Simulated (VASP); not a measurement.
# MgO (P-4m2) in VASP: notebook

The runs below take MgO through single point, with LDA.

All numbers are computed with VASP 6.6.1; they aren't measurements. Logs are shortened: lines on timing, memory, paths and dates and some standing lists are left out, and cuts for length are marked.

**1. The cell of the first run**

It takes space group P-4m2 (No. 115, tetragonal). Conventional cell: a = 5.523 Å, b = 5.523 Å, c = 5.523 Å, α = 90.00°, β = 90.00°, γ = 90.00°. Mg (site symmetry m) has 4 O at 1.93 to 1.97 Å within 2.6 Å. Mg (site symmetry -4m2) has 4 O at 1.91 Å within 2.5 Å. Within 2.6 Å of Mg (site symmetry -4m2) lie 4 O at 2.00 Å. Within 2.5 Å of O (site symmetry m) lie 4 Mg at 1.91 to 2.00 Å. Within 2.6 Å of O (site symmetry -4m2) lie 4 Mg at 1.93 Å. O (site symmetry -4m2) has 4 Mg at 1.97 Å within 2.6 Å.

**2. Single point, LDA (atoms displaced along a vibrational mode)**

Contents of INCAR:

```
ALGO = Normal
EDIFF = 1E-6
ENCUT = 520
ISIF = 2
ISMEAR = 0
LASPH = True
LCHARG = False
LREAL = False
LWAVE = False
NBANDS = 36
NELM = 60
PREC = Accurate
SIGMA = 0.05
```

Contents of KPOINTS:

```
k-points
0
Gamma
  4 4 4
```

Contents of POSCAR:

```
MgO
1.0
    5.5230736673      0.0000000000      0.0000000000
    0.0000000000      5.5230736673      0.0000000000
    0.0000000000      0.0000000000      5.5230736673
Mg O
6 6
Direct
    0.2500000000     -0.0051511085      0.5000000000
    0.0000000000      0.5051511085      0.2500000000
    0.5000000000      0.7500000000      0.0000000000
    0.7500000000     -0.0051511085      0.5000000000
    0.0000000000      0.5051511085      0.7500000000
    0.5000000000      0.2500000000      0.0000000000
    0.2500000000      0.5113001333      0.0000000000
    0.5000000000     -0.0113001333      0.2500000000
    0.0000000000      0.7500000000      0.5000000000
    0.7500000000      0.5113001333      0.0000000000
    0.5000000000     -0.0113001333      0.7500000000
    0.0000000000      0.2500000000      0.5000000000
```

Potentials or basis: VASP PAW LDA potentials, release 64 (Mg, O).

On the command line:

```bash
cat potpaw_LDA.64/Mg/POTCAR potpaw_LDA.64/O/POTCAR > POTCAR
mpirun -np 1 vasp_std > vasp.out
```

OUTCAR:

```text
EDIFF = 1E-6
   ENCUT = 520
   ISIF = 2
   ISMEAR = 0
   LASPH = True
   LREAL = False
   NELM = 60
   PREC = Accurate

 ion  position               nearest neighbor table
   1  0.250  0.995  0.500-   9 1.93   8 1.95  11 1.95  12 1.97   4 2.76   4 2.76   5 3.34   2 3.34
                             3 3.37   3 3.37   6 3.39   6 3.39   2 3.43   5 3.43
   2  0.000  0.505  0.250-   9 1.93   7 1.95  10 1.95  12 1.97   5 2.76   5 2.76   1 3.34   4 3.34
                             3 3.37   3 3.37   6 3.39   6 3.39   1 3.43   4 3.43
   3  0.500  0.750  0.000-   7 1.91   8 1.91  10 1.91  11 1.91   6 2.76   6 2.76   2 3.37   5 3.37
                             2 3.37   5 3.37   4 3.37   1 3.37   4 3.37   1 3.37
   4  0.750  0.995  0.500-   9 1.93   8 1.95  11 1.95  12 1.97   1 2.76   1 2.76   5 3.34   2 3.34
                             3 3.37   3 3.37   6 3.39   6 3.39   2 3.43   5 3.43
   5  0.000  0.505  0.750-   9 1.93   7 1.95  10 1.95  12 1.97   2 2.76   2 2.76   4 3.34   1 3.34
                             3 3.37   3 3.37   6 3.39   6 3.39   1 3.43   4 3.43
   6  0.500  0.250  0.000-   7 2.00   8 2.00  10 2.00  11 2.00   3 2.76   3 2.76   1 3.39   4 3.39
                             5 3.39   1 3.39   4 3.39   2 3.39   2 3.39   5 3.39
   7  0.250  0.511  0.000-   3 1.91   2 1.95   5 1.95   6 2.00
   8  0.500  0.989  0.250-   3 1.91   1 1.95   4 1.95   6 2.00
   9  0.000  0.750  0.500-   1 1.93   2 1.93   4 1.93   5 1.93
  10  0.750  0.511  0.000-   3 1.91   2 1.95   5 1.95   6 2.00
  11  0.500  0.989  0.750-   3 1.91   1 1.95   4 1.95   6 2.00
  12  0.000  0.250  0.500-   1 1.97   2 1.97   4 1.97   5 1.97

  LATTYP: Found a simple cubic cell.
 ALAT       =     5.5230736673

  Lattice vectors:

 A1 = (   5.5230736673,   0.0000000000,   0.0000000000)
 A2 = (   0.0000000000,   5.5230736673,   0.0000000000)
 A3 = (   0.0000000000,   0.0000000000,   5.5230736673)

Analysis of symmetry for initial positions (statically):
=====================================================================
 Subroutine PRICEL returns:
 Original cell was already a primitive cell.

 Routine SETGRP: Setting up the symmetry group for a
 simple cubic supercell.

 Subroutine GETGRP returns: Found  8 space group operations
 (whereof  4 operations were pure point group operations)
 out of a pool of 48 trial point group operations.

The static configuration has the point symmetry C_2v.
 The point group associated with its full space group is D_2d.

Analysis of symmetry for dynamics (positions and initial velocities):
=====================================================================
 Subroutine PRICEL returns:
 Original cell was already a primitive cell.

 Routine SETGRP: Setting up the symmetry group for a
 simple cubic supercell.

 Subroutine GETGRP returns: Found  8 space group operations
 (whereof  4 operations were pure point group operations)
 out of a pool of 48 trial point group operations.

The dynamic configuration has the point symmetry C_2v.
 The point group associated with its full space group is D_2d.

 Subroutine INISYM returns: Found  8 space group operations
 (whereof  4 operations are pure point group operations),
 and found     1 'primitive' translations

----------------------------------------------------------------------------------------

                                     Primitive cell

  volume of cell :     168.4777

  direct lattice vectors                    reciprocal lattice vectors
     5.523073667  0.000000000  0.000000000     0.181058603  0.000000000  0.000000000
     0.000000000  5.523073667  0.000000000     0.000000000  0.181058603  0.000000000
     0.000000000  0.000000000  5.523073667     0.000000000  0.000000000  0.181058603

  length of vectors
     5.523073667  5.523073667  5.523073667     0.181058603  0.181058603  0.181058603

  position of ions in fractional coordinates (direct lattice)
     0.250000000  0.994848891  0.500000000
     0.000000000  0.505151109  0.250000000
     0.500000000  0.750000000  0.000000000
     0.750000000  0.994848891  0.500000000
[... 46 lines left out ...]
   EFERMI_NEDOS =   21; number of points for ismear=-14 and -15
   IALGO  =     38    algorithm
   IMIX   =      4    mixing-type and parameters
     AMIX     =   0.40;   BMIX     =  1.00
     AMIX_MAG =   1.60;   BMIX_MAG =  1.00
  volume/ion in A,a.u.               =      14.04        94.75
  Fermi-wavevector in a.u.,A,eV,Ry     =   1.077228  2.035666 15.788483  1.160421
  Thomas-Fermi vector in A             =   2.213134
   LORBIT       =      0    0 simple, 1 ext, 2 COOP (PROOUT), +10 PAW based schemes
   GGA     = CA    functional components
   LHFCALC =     F    Hartree Fock is set to
   AEXX    =    0.0000 exact exchange contribution
   IVDW    =     0    specifies the selected vdW correction
   LEPSILON=     F    determine dielectric tensor
   LRPA    =     F    only Hartree local field effects (RPA)
 non-spin polarized calculation
 Gauss-broadening in eV      SIGMA  =   0.05
  energy-cutoff  :      520.00
  volume of cell :      168.48
 maximum number of plane-waves:      4632
 NGX is ok and might be reduce to    42
   NGX = 21   NGY = 21   NGZ = 21

 number of electron      47.9999984 magnetization

 Free energy of the ion-electron system (eV)
  ---------------------------------------------------
  ext. energy  EPLUGINS =         0.00000000
  ---------------------------------------------------
  free energy    TOTEN  =       -77.32314382 eV

  energy without entropy =      -77.32314382  energy(sigma->0) =      -77.32314382

 E-fermi :   0.0365     XC(G=0):  -9.1908

 val. band max:       -0.2235170421   @ k =   0.0000   0.0000   0.0000
 cond. band min:       2.6254197177   @ k =   0.0000   0.0000   0.0000
 fundamental gap:      2.8489367599
 Fermi energy:         0.0364523948

 k-point     1 :       0.0000    0.0000    0.0000
  band No.  band energies     occupation
      1     -16.1707      2.00000
      2     -15.6750      2.00000
      3     -15.6567      2.00000
      4     -15.1707      2.00000
      5     -15.1707      2.00000
      6     -15.1606      2.00000
[... 691 lines left out ...]
     35      11.8867      0.00000
     36      11.8957      0.00000

------------------------ aborting loop because EDIFF is reached ----------------------------------------

  FORCE on cell =-STRESS in cart. coord.  units (eV):
  Direction    XX          YY          ZZ          XY          YZ          ZX
  --------------------------------------------------------------------------------------
  -------------------------------------------------------------------------------------
  Total       -0.5631496     -0.5950286     -0.5631496      0.0000000      0.0000000      0.0000000
  in kB       -5.3553996     -5.6585599     -5.3553996      0.0000000      0.0000000      0.0000000
  external PRESSURE =      -5.4564531 kB  Pullay stress =       0.0000000 kB

 VOLUME and BASIS-vectors are now :
 -----------------------------------------------------------------------------
  energy-cutoff  :      520.00
  volume of cell :      168.48
      direct lattice vectors                 reciprocal lattice vectors
     5.523073667  0.000000000  0.000000000     0.181058603  0.000000000  0.000000000
     0.000000000  5.523073667  0.000000000     0.000000000  0.181058603  0.000000000
     0.000000000  0.000000000  5.523073667     0.000000000  0.000000000  0.181058603

 POSITION                                       TOTAL-FORCE (eV/Angst)
 -----------------------------------------------------------------------------------
      1.38077      5.49462      2.76154         0.020031      0.195542      0.000000
      0.00000      2.78999      1.38077        -0.000000     -0.195542     -0.020031
      2.76154      4.14231      0.00000        -0.000000      0.000000      0.000000
      4.14231      5.49462      2.76154        -0.020031      0.195542      0.000000
      0.00000      2.78999      4.14231        -0.000000     -0.195542      0.020031
      2.76154      1.38077      0.00000        -0.000000      0.000000      0.000000
      1.38077      2.82395      0.00000        -0.076797     -0.737998      0.000000
      2.76154      5.46066      1.38077        -0.000000      0.737998      0.076797
      0.00000      4.14231      2.76154        -0.000000      0.000000      0.000000
      4.14231      2.82395      0.00000         0.076797     -0.737998      0.000000
      2.76154      5.46066      4.14231        -0.000000      0.737998     -0.076797
      0.00000      1.38077      2.76154        -0.000000      0.000000      0.000000
 -----------------------------------------------------------------------------------
    total drift:                                0.000000     -0.000000     -0.000000

  FREE ENERGIE OF THE ION-ELECTRON SYSTEM (eV)
  ---------------------------------------------------
  free  energy   TOTEN  =       -77.3231438163 eV

  energy  without entropy=      -77.3231438163  energy(sigma->0) =      -77.32314382
```

Run time: 3.2 min. Hardware: 1 thread of Intel Xeon 8259CL, shared host; peak memory 0.26 GiB.

What came out:

- Free energy: -77.3231 eV
- Pressure: -0.5 GPa
- Largest force: 0.742 eV/Å
- Band gap on the k mesh: 2.85 eV

Forces on the atoms (eV/Å):
```
Mg   0.020  0.196  0.000
Mg   0.000 -0.196 -0.020
Mg   0.000  0.000  0.000
Mg  -0.020  0.196  0.000
Mg   0.000 -0.196  0.020
Mg   0.000  0.000  0.000
O   -0.077 -0.738  0.000
O    0.000  0.738  0.077
O    0.000  0.000  0.000
O    0.077 -0.738  0.000
O    0.000  0.738 -0.077
O    0.000  0.000  0.000
```

Caveat: the cell differs from its parent crystal (atoms displaced along a vibrational mode).

**3. Single point, LDA (atoms displaced along a vibrational mode)**

Contents of INCAR:

```
PREC = Accurate
ENCUT = 520
EDIFF = 1E-6
ISMEAR = 0
SIGMA = 0.05
LREAL = False
LASPH = True
NELM = 60
ALGO = Normal
ISIF = 2
LWAVE = False
LCHARG = True
GGA = CA
LELF = True
LVHAR = True
NBANDS = 36
```

Contents of KPOINTS:

```
Automatic mesh
0
Gamma
  4 4 4
```

Contents of POSCAR:

```
MgO
1.0
    5.5230736673      0.0000000000      0.0000000000
    0.0000000000      5.5230736673      0.0000000000
    0.0000000000      0.0000000000      5.5230736673
Mg O
6 6
Direct
    0.2500000000     -0.0052778670      0.5000000000
    0.0000000000      0.5052778670      0.2500000000
    0.5000000000      0.7500000000      0.0000000000
    0.7500000000     -0.0052778670      0.5000000000
    0.0000000000      0.5052778670      0.7500000000
    0.5000000000      0.2500000000      0.0000000000
    0.2500000000      0.4968140607      0.0000000000
    0.5000000000      0.0031859393      0.2500000000
    0.0000000000      0.7500000000      0.5000000000
    0.7500000000      0.4968140607      0.0000000000
    0.5000000000      0.0031859393      0.7500000000
    0.0000000000      0.2500000000      0.5000000000
```

Potentials or basis: VASP PAW LDA potentials, release 64 (Mg, O).

On the command line:

```bash
cat potpaw_LDA.64/Mg/POTCAR potpaw_LDA.64/O/POTCAR > POTCAR
mpirun -np 1 vasp_std > vasp.out
```

Wall time 3.5 min (1 thread of Intel Xeon 8259CL, shared host); peak memory 0.26 GiB.

Results (log left out):

```yaml
Free_energy: -77.3824 eV
Pressure: -0.7 GPa
Largest_force: 0.536 eV/Å
Band_gap_on_the_k_mesh: 2.84 eV
```

Forces in eV/Å, atoms in the order of the input:
```
Mg   0.021  0.535  0.000
Mg   0.000 -0.535 -0.021
Mg   0.000  0.000  0.000
Mg  -0.021  0.535  0.000
Mg   0.000 -0.535  0.021
Mg   0.000  0.000  0.000
O   -0.011  0.360  0.000
O    0.000 -0.360  0.011
O    0.000  0.000  0.000
O    0.011  0.360  0.000
O    0.000 -0.360 -0.011
O    0.000  0.000  0.000
```

Levels at points of the mesh, in eV from the valence-band top:
```csv
k point,band 22,band 23,band 24,band 25,band 26,band 27
"(0.00, 0.00, 0.00)",-0.01,-0.01,0.00,2.84,5.81,8.01
"(0.50, 0.00, 0.00)",-0.58,-0.01,0.00,4.77,4.77,7.59
"(0.00, 0.50, 0.00)",-0.62,-0.01,-0.01,4.68,4.87,7.47
"(0.50, 0.50, 0.00)",-0.64,-0.44,-0.01,5.60,5.73,5.90
"(0.50, 0.00, 0.50)",-0.57,-0.50,0.00,5.73,5.73,5.76
"(0.50, 0.50, 0.50)",-0.88,-0.78,-0.78,6.26,6.26,7.35
```

Caveat: the cell differs from its parent crystal (atoms displaced along a vibrational mode).

**4. Single point, LDA (atoms displaced along a vibrational mode)**

Contents of INCAR:

```
ALGO = Normal ; EDIFF = 1E-6
ENCUT = 520 ; ISIF = 2
ISMEAR = 0 ; LASPH = True
LCHARG = False ; LREAL = False
LWAVE = False ; NBANDS = 36
NELM = 60 ; PREC = Accurate
SIGMA = 0.05
```

Contents of KPOINTS:

```
k-points
0
Gamma
  4 4 4
```

Contents of POSCAR:

```
MgO
1.0
    5.5230736673      0.0000000000      0.0000000000
    0.0000000000      5.5230736673      0.0000000000
    0.0000000000      0.0000000000      5.5230736673
Mg O
6 6
Direct
    0.2500000000      0.0000633792      0.5000000000
    0.0000000000      0.4999366208      0.2500000000
    0.5000000000      0.7500000000      0.0000000000
    0.7500000000      0.0000633792      0.5000000000
    0.0000000000      0.4999366208      0.7500000000
    0.5000000000      0.2500000000      0.0000000000
    0.2500000000      0.5072430363      0.0000000000
    0.5000000000     -0.0072430363      0.2500000000
    0.0000000000      0.7500000000      0.5000000000
    0.7500000000      0.5072430363      0.0000000000
    0.5000000000     -0.0072430363      0.7500000000
    0.0000000000      0.2500000000      0.5000000000
```

On the command line:

```bash
cat potpaw_LDA.64/Mg/POTCAR potpaw_LDA.64/O/POTCAR > POTCAR
mpirun -np 1 vasp_std > vasp.out
```

Run time: 3 min. Hardware: 1 thread of Intel Xeon 8259CL, shared host; peak memory 0.26 GiB.

Results (log left out):

```
Free energy            : -77.3823 eV
Pressure               : -0.8 GPa
Largest force          : 0.550 eV/Å
Band gap on the k mesh : 2.85 eV
```

Forces in eV/Å, atoms in the order of the input:
```
Mg   0.003 -0.170  0.000
Mg   0.000  0.170 -0.003
Mg   0.000  0.000  0.000
Mg  -0.003 -0.170  0.000
Mg   0.000  0.170  0.003
Mg   0.000  0.000  0.000
O   -0.034 -0.549  0.000
O    0.000  0.549  0.034
O    0.000  0.000  0.000
O    0.034 -0.549  0.000
O    0.000  0.549 -0.034
O    0.000  0.000  0.000
```

Levels at points of the mesh, in eV from the valence-band top:
```csv
k point,band 20,band 21,band 22,band 23,band 24,band 25,band 26,band 27,band 28,band 29
"(0.00, 0.00, 0.00)",-0.67,-0.67,0.00,0.00,0.00,2.85,5.82,8.01,8.01,8.03
"(0.50, 0.00, 0.00)",-0.82,-0.64,-0.63,0.00,0.00,4.78,4.78,7.60,7.60,7.90
"(0.00, 0.50, 0.00)",-0.82,-0.63,-0.63,0.00,0.00,4.71,4.85,7.54,7.67,7.91
"(0.50, 0.50, 0.00)",-0.84,-0.63,-0.63,-0.49,0.00,5.60,5.74,5.92,6.84,8.28
"(0.50, 0.00, 0.50)",-0.84,-0.62,-0.62,-0.50,0.00,5.74,5.74,5.76,6.82,8.36
"(0.50, 0.50, 0.50)",-1.03,-0.87,-0.87,-0.86,-0.86,6.27,6.27,7.32,7.36,7.53
```

Caveat: the cell differs from its parent crystal (atoms displaced along a vibrational mode).

**5. Single point, LDA (atoms displaced along a vibrational mode)**

Contents of INCAR:

```
PREC = Accurate
ENCUT = 520
EDIFF = 1E-6
ISMEAR = 0
SIGMA = 0.05
LREAL = F
LASPH = T
NELM = 60
ALGO = Normal
ISIF = 2
LWAVE = F
LCHARG = F
NBANDS = 36
```

Contents of KPOINTS:

```
regular mesh
0
Gamma
  4 4 4
```

Contents of POSCAR:

```
MgO
1.0
    5.5230736673      0.0000000000      0.0000000000
    0.0000000000      5.5230736673      0.0000000000
    0.0000000000      0.0000000000      5.5230736673
Mg O
6 6
Direct
    0.2500000000      0.0027340024      0.5000000000
    0.0000000000      0.4972659976      0.2500000000
    0.5000000000      0.7500000000      0.0000000000
    0.7500000000      0.0027340024      0.5000000000
    0.0000000000      0.4972659976      0.7500000000
    0.5000000000      0.2500000000      0.0000000000
    0.2500000000      0.5124575240      0.0000000000
    0.5000000000     -0.0124575240      0.2500000000
    0.0000000000      0.7500000000      0.5000000000
    0.7500000000      0.5124575240      0.0000000000
    0.5000000000     -0.0124575240      0.7500000000
    0.0000000000      0.2500000000      0.5000000000
```

On the command line:

```bash
cat potpaw_LDA.64/Mg/POTCAR potpaw_LDA.64/O/POTCAR > POTCAR
mpirun -np 1 vasp_std > vasp.out
```

Wall time 2.6 min (1 thread of Intel Xeon 8259CL, shared host); peak memory 0.26 GiB.

It converged, with:

- Free energy: -77.2724 eV
- Pressure: -0.6 GPa
- Largest force: 1.010 eV/Å
- Band gap on the k mesh: 2.82 eV

Forces in eV/Å, atoms in the order of the input:
```
Mg   0.016 -0.523  0.000
Mg   0.000  0.523 -0.016
Mg   0.000  0.000  0.000
Mg  -0.016 -0.523  0.000
Mg   0.000  0.523  0.016
Mg   0.000  0.000  0.000
O   -0.106 -1.005  0.000
O    0.000  1.005  0.106
O    0.000  0.000  0.000
O    0.106 -1.005  0.000
O    0.000  1.005 -0.106
O    0.000  0.000  0.000
```

Stress tensor (GPa, compression positive):
```
-0.54  0.00  0.00
 0.00 -0.69  0.00
 0.00  0.00 -0.54
```

Levels at points of the mesh, in eV from the valence-band top:
| k point | band 21 | band 22 | band 23 | band 24 | band 25 | band 26 | band 27 | band 28 |
| --- | --- | --- | --- | --- | --- | --- | --- | --- |
| (0.00, 0.00, 0.00) | -0.65 | -0.01 | 0.00 | 0.00 | 2.82 | 5.79 | 7.94 | 7.94 |
| (0.50, 0.00, 0.00) | -0.64 | -0.57 | -0.01 | 0.00 | 4.73 | 4.74 | 7.57 | 7.58 |
| (0.00, 0.50, 0.00) | -0.61 | -0.61 | 0.00 | 0.00 | 4.60 | 4.91 | 7.42 | 7.75 |
| (0.50, 0.50, 0.00) | -0.67 | -0.63 | -0.44 | 0.00 | 5.43 | 5.68 | 6.06 | 6.83 |
| (0.50, 0.00, 0.50) | -0.57 | -0.57 | -0.50 | 0.00 | 5.69 | 5.69 | 5.71 | 6.76 |
| (0.50, 0.50, 0.50) | -0.87 | -0.87 | -0.77 | -0.77 | 6.19 | 6.19 | 7.12 | 7.20 |

Caveat: the cell differs from its parent crystal (atoms displaced along a vibrational mode); forces of over 1 eV/Å act on the atoms, so gaps and moduli don't describe the material at rest.

**6. Summary**

| cell | gap on the mesh (eV) | pressure (GPa) | largest force (eV/Å) |
| --- | --- | --- | --- |
| as given, atomic positions A | 2.85 | -0.5 | 0.74 |
| as given, atomic positions B | 2.84 | -0.7 | 0.54 |
| as given, atomic positions C | 2.85 | -0.8 | 0.55 |
| as given, atomic positions D | 2.82 | -0.6 | 1.01 |

Alike in all rows: task single point; level LDA; potentials or basis VASP PAW LDA potentials, release 64 (Mg, O); no spin polarisation; k mesh 4 × 4 × 4; cutoff (eV) 520; smearing gaussian 0.05 eV.

Caveats: forces of over 1 eV/Å act on the atoms, so gaps and moduli don't describe the material at rest (at least some runs).

Total energies depend on the potentials used, so only differences within one code and one set of settings carry meaning.
